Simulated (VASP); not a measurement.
Write the native input for VASP 6.6.1 that does the following.

* Task: single point
* Functional: PBE
* Potentials or basis: VASP PAW PBE potentials, release 64 (Zn, C)
* Cutoff: 520 eV
* k mesh: 12 × 12 × 6
* Occupations: gaussian, width 0.1 eV
* Spin: no spin polarisation
* Dipole correction: no
* Further INCAR settings: ALGO = Normal; EDIFF = 1e-06; NBANDS = 34

The structure of Zn4C lies in POSCAR:

```
Zn4C
1.0
    2.9443057999      0.0000000000      0.0000000000
    0.0000000000      2.9443057999      0.0000000000
    0.0000000000      0.0000000000      8.6633878067
Zn C
4 1
Direct
    0.5000000000      0.5000000000      0.3039340252
    0.5000000000      0.5000000000      0.6960659748
    0.5000000000      0.5000000000      0.0000000000
    0.0000000000      0.0000000000      0.5000000000
    0.0000000000      0.0000000000      0.0000000000
```

The cell was built from a structure type or drawn by symmetry, and may not be a known phase.

One way to write it, as run:

INCAR

```
  ALGO = Normal
  EDIFF = 1E-6
  ENCUT = 520
  GGA = PE
  ISIF = 2
  ISMEAR = 0
  LASPH = True
  LCHARG = False
  LREAL = False
  LWAVE = False
  NBANDS = 34
  NELM = 100
  PREC = Accurate
  SIGMA = 0.1
```

KPOINTS

```
k-points
0
Gamma
  12 12 6
```

Potentials or basis: VASP PAW PBE potentials, release 64 (Zn, C).

Run with:

```sh
$ cat potpaw_PBE.64/Zn/POTCAR potpaw_PBE.64/C/POTCAR > POTCAR
$ mpirun -np 1 vasp_std > vasp.out
```

It gave:

```
Pressure               : 0.5 GPa
Largest force          : 0.009 eV/Å
Band gap on the k mesh : zero (bands 26 and 27 overlap by 1.69 eV)
```

Run time: 4.7 min on 1 thread of Intel(R) Xeon(R) Platinum 8375C CPU @ 2.90GHz (Ice Lake), on a shared host, peak memory 0.33 GiB.
